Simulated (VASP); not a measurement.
Crystal: Se.

```xyz
3
Lattice="6.5352 0.0000 0.0000 -3.2676 5.6597 0.0000 0.0000 0.0000 2.3820" Properties=species:S:1:pos:R:3 pbc="T T T"
Se    6.5352    0.0000    0.0000
Se    0.0000    3.7731    1.1910
Se    3.2676    1.8866    1.1910
```

This isn't the form of Se at room conditions, which is trigonal, of chains.

Base run:

```yaml
Program: VASP 6.6.1
Functional: r2SCAN
Potentials_or_basis: VASP PAW PBE potentials, release 64 (Se)
Cutoff: 520 eV
k_mesh: 7 × 7 × 10
Occupations: fermi-dirac, width 0.1 eV
Spin: no spin polarisation
```

Its results: band gap on the k mesh zero (bands 9 and 10 overlap by 2.13 eV); pressure -0.1 GPa.

Task: The run is repeated on the same cell with these changes: k mesh from 7 × 7 × 10 to 7 × 7 × 15. What comes out?

Result: Band gap on the k mesh zero (bands 9 and 10 overlap by 2.06 eV); pressure 0.7 GPa.

Caveats: the PAW data sets were made with another functional, which shifts forces and pressure a little.
